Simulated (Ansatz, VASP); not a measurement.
MnHg in VASP and in Ansatz

```
CELL_PARAMETERS angstrom
3.31500 0.00000 0.00000
0.00000 3.31500 0.00000
0.00000 0.00000 3.31500
ATOMIC_POSITIONS crystal
Mn 0.50000 0.50000 0.50000
Hg 0.00000 0.00000 0.00000
```

Alike in both runs: task single point; functional PBE; k mesh 12 × 12 × 12; occupations gaussian, width 0.05 eV; collinear spin.

|  | VASP | Ansatz |
| --- | --- | --- |
| version | VASP 6.6.1 | Ansatz 0.2.0 |
| potentials or method | VASP PAW PBE potentials, release 64 (Mn_pv, Hg), cutoff 520 eV | scalar-relativistic, plane waves, PAW |
| valence electrons in the cell | 25 | 35 |

```tsv
	VASP	Ansatz	Ansatz less VASP
pressure (GPa)	1.2	0.8	-0.44
net moment per atom (μB)	1.97	1.97	-0.002
size of the moment on the site where the two differ most (μB)	3.85	3.90	+0.054
```

Site moments also hang on the region over which each program counts them. VASP's potentials hold 25 valence electrons a cell and Ansatz's 35, so a difference there can come from the potentials and not from the codes.

Neither program's run includes spin-orbit coupling.
